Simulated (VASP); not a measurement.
Input of a VASP 6.6.1 run:

File INCAR:

```
ALGO = Normal ; EDIFF = 1E-6
ENCUT = 520 ; GGA = PE
ISIF = 2 ; ISMEAR = 0
LASPH = T ; LCHARG = F
LREAL = F ; LWAVE = F
NBANDS = 56 ; NELM = 80
PREC = Accurate ; SIGMA = 0.1
```

The input KPOINTS:

```
k-points
0
Gamma
  8 8 8
```

POSCAR

```
Zn2Cd3O5
1.0
   -1.7268371000      1.7268371000     12.4867607000
    1.7268371000     -1.7268371000     12.4867607000
    1.7268371000      1.7268371000    -12.4867607000
Zn Cd O
2 3 5
Direct
    0.5973840000      0.5973840000      0.0000000000
    0.4026160000      0.4026160000      0.0000000000
    0.0000000000      0.0000000000      0.0000000000
    0.1947240000      0.1947240000      0.0000000000
    0.8052760000      0.8052760000      0.0000000000
    0.6392270000      0.1392270000      0.5000000000
    0.2500000000      0.7500000000      0.5000000000
    0.8607730000      0.3607730000      0.5000000000
    0.4445220000      0.9445220000      0.5000000000
    0.0554780000      0.5554780000      0.5000000000
```

Potentials or basis: VASP PAW PBE potentials, release 64 (Zn, Cd, O).

Run with:

```sh
$ cat potpaw_PBE.64/Zn/POTCAR potpaw_PBE.64/Cd/POTCAR potpaw_PBE.64/O/POTCAR > POTCAR
$ mpirun -np 1 vasp_std > vasp.out
```

(1) What does it give for the band gap on the k mesh?

(2) What does it give for the pressure?

## Answers

(1) zero (filled and empty bands touch).

(2) 1.1 GPa.

Caveat: semilocal functionals underestimate gaps, and a narrow one can read as zero.
